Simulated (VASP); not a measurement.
Here is a VASP 6.6.1 calculation.

The input POSCAR:

```
Be
1.0
   -1.2531209500      1.2531209500      1.2531209500
    1.2531209500     -1.2531209500      1.2531209500
    1.2531209500      1.2531209500     -1.2531209500
Be
1
Direct
    0.0000000000      0.0000000000      0.0000000000
```

Contents of INCAR.step1:

```
  ALGO = Normal
  EDIFF = 1E-5
  ENCUT = 660
  GGA = PE
  GGA_COMPAT = False
  ISMEAR = -5
  LASPH = True
  LCHARG = False
  LREAL = False
  LWAVE = True
  NBANDS = 7
  NELM = 120
  PREC = Accurate
  SIGMA = 0.05
```

File INCAR.step2:

```
  ALGO = Normal
  EDIFF = 1E-6
  ENCUT = 660
  GGA_COMPAT = False
  ISIF = 2
  ISMEAR = -5
  ISTART = 1
  IVDW = 12
  LASPH = True
  LCHARG = False
  LMIXTAU = True
  LREAL = False
  LWAVE = False
  METAGGA = R2SCAN
  NBANDS = 7
  NELM = 120
  PREC = Accurate
  SIGMA = 0.05
  VDW_A1 = 0.49484001
  VDW_A2 = 5.73083694
  VDW_S6 = 1.0
  VDW_S8 = 0.78981345
```

KPOINTS

```
k-points
0
Gamma
  15 15 15
```

Potentials or basis: VASP PAW PBE potentials, release 64 (Be).

The run is started by

```sh
$ cat potpaw_PBE.64/Be/POTCAR > POTCAR
$ cp INCAR.step1 INCAR
$ mpirun -np 1 vasp_std > vasp.out
$ cp INCAR.step2 INCAR
$ mpirun -np 1 vasp_std > vasp.out
```

(1) Predict the pressure.

(2) Predict the dispersion energy per atom.

(3) Predict the band gap on the k mesh.

Answers

(1) -4.1 GPa.

(2) -0.168 eV.

(3) zero (bands 1 and 2 overlap by 4.79 eV).

Caveat: three body term missing; the cell stands under tension; the PAW data sets were made with another functional, which shifts forces and pressure a little; tetrahedron occupations give inexact forces and stress in metals.
